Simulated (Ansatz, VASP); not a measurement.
## One calculation of CdS, two programs

Contents of INCAR:

```
  ALGO = Normal
  EDIFF = 1E-8
  ENCUT = 520
  GGA = PE
  ISIF = 2
  ISMEAR = -1
  LASPH = T
  LCHARG = F
  LEFG = T
  LREAL = F
  LWAVE = F
  NBANDS = 16
  NELM = 60
  PREC = Accurate
  SIGMA = 0.01
```

Contents of KPOINTS:

```
k-points
0
Gamma
  11 11 11
```

Contents of POSCAR:

```
CdS
1.0
    0.0000000000      2.9100000000      2.9100000000
    2.9100000000      0.0000000000      2.9100000000
    2.9100000000      2.9100000000      0.0000000000
Cd S
1 1
Direct
    0.0000000000      0.0000000000      0.0000000000
    0.7500000000      0.7500000000      0.7500000000
```

Input for Ansatz:

```yaml
crystal:
  lattice:
    - [0.0, 2.91, 2.91]
    - [2.91, 0.0, 2.91]
    - [2.91, 2.91, 0.0]
  atoms:
    - { symbol: Cd, position: [0.0, 0.0, 0.0] }
    - { symbol: S, position: [0.75, 0.75, 0.75] }
kpoints:
  mp_grid: { grid: [11, 11, 11] }
scf:
  occupations: { method: fermi_dirac, width: 0.01 }
hamiltonian:
  xc: pbe
  pseudopotentials: { kind: paw }
output:
  forces: true
  stress: true
  eigenvalues: true
  efg: { contact_densities: true }
```

Alike in both runs: task electric field gradients; functional PBE; k mesh 11 × 11 × 11; occupations fermi-dirac, width 0.01 eV; no spin polarisation.

|  | VASP | Ansatz |
| --- | --- | --- |
| version | VASP 6.6.1 | Ansatz 0.2.0 |
| potentials or method | VASP PAW PBE potentials, release 64 (Cd, S) | PAW with Ansatz's default frozen-core files, scalar-relativistic |
| plane-wave cutoff (eV) | 520 | 420 |
| valence electrons in the cell | 18 | 26 |

Ansatz gave:

```
gap on the k mesh at the Fermi level (eV) : 1.16
pressure (GPa)                            : 3.3
```

**Question.** Which values does VASP return?

**Answer.** gap on the k mesh at the Fermi level (eV): 1.16; pressure (GPa): 3.7.

With one functional, cell and mesh, what is left measures potentials, basis and numerics. VASP's potentials hold 18 valence electrons a cell and Ansatz's 26, so a difference there can come from the potentials and not from the codes.
